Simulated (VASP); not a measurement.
Crystal: LiBr.

```xyz
2
Lattice="0.0000 2.7396 2.7396 2.7396 0.0000 2.7396 2.7396 2.7396 0.0000" Properties=species:S:1:pos:R:3 pbc="T T T"
Li    0.0000    0.0000    0.0000
Br    2.7396    2.7396    2.7396
```

Base run:

| Item | Value |
| --- | --- |
| Program | VASP 6.6.1 |
| Functional | r2SCAN |
| Potentials or basis | VASP PAW PBE potentials, release 64 (Li_sv, Br) |
| Cutoff | 830 eV |
| k mesh | 6 × 6 × 6 |
| Occupations | gaussian, width 0.01 eV |
| Spin | no spin polarisation |

Its results: band gap on the k mesh 5.93 eV; pressure -0.4 GPa.

Problem. The run is repeated on the same cell with these changes: functional from r2SCAN to HSE06; cutoff from 830 eV to 650 eV. What comes out?

Solution. Band gap on the k mesh 6.21 eV; pressure -0.2 GPa.

Caveats: the PAW data sets were made with another functional, which shifts forces and pressure a little.

A k mesh can miss the band edges.
